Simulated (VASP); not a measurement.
Ga:

```
Ga
1.0
     5.81899    0.00000    0.00000
    -2.90949    5.03939    0.00000
     0.00000    0.00000    4.13996
Ga
6
Direct
  0.17443 0.82557 0.25000
  0.17443 0.34886 0.25000
  0.65114 0.82557 0.25000
  0.82557 0.17443 0.75000
  0.82557 0.65114 0.75000
  0.34886 0.17443 0.75000
```

The cell was built from a structure type or drawn by symmetry, and may not be a known phase.

- Program: VASP 6.6.1
- Task: relaxation of cell and atoms
- Functional: PBE
- Potentials or basis: VASP PAW PBE potentials, release 64 (Ga_d)
- Cutoff: 600 eV
- k mesh: 6 × 6 × 10
- Occupations: gaussian, width 0.1 eV
- Spin: no spin polarisation

At the start: pressure 0.6 GPa; volume 20.23 Å³/atom.

Task: How do energy, volume and symmetry change on relaxing?

Result: Over 13 steps the energy falls by 4.7 meV/atom and the volume is 20.41 Å³/atom (+0.9 %); space group P6_3/mmc (No. 194, to 0.1 Å) before and after.

The path:
```
step  energy change (eV)  largest force (eV/Å)  pressure (GPa)  volume (Å³)
   1              0.0000                0.2832            0.59       121.40
   2             -0.0248                0.1025           -0.14       122.70
   3             -0.0273                0.0447           -0.26       123.12
   4             -0.0275                0.0231           -0.27       123.28
   5             -0.0275                0.0174           -0.40       123.32
   6             -0.0283                0.0072            0.12       122.46
   7             -0.0284                0.0055           -0.06       122.68
   8             -0.0284                0.0032           -0.09       122.62
   9             -0.0284                0.0071           -0.08       122.54
  10             -0.0284                0.0067           -0.03       122.50
  11             -0.0284                0.0004           -0.05       122.52
  12             -0.0284                0.0045            0.07       122.45
  13             -0.0284                0.0033            0.04       122.45
```

Final structure:
```
CELL_PARAMETERS angstrom
5.80437 0.00000 0.00000
-2.90218 5.02673 0.00000
0.00000 0.00000 4.19682
ATOMIC_POSITIONS crystal
Ga 0.17664 0.82336 0.25000
Ga 0.17664 0.35329 0.25000
Ga 0.64671 0.82336 0.25000
Ga 0.82336 0.17664 0.75000
Ga 0.82336 0.64671 0.75000
Ga 0.35329 0.17664 0.75000
```
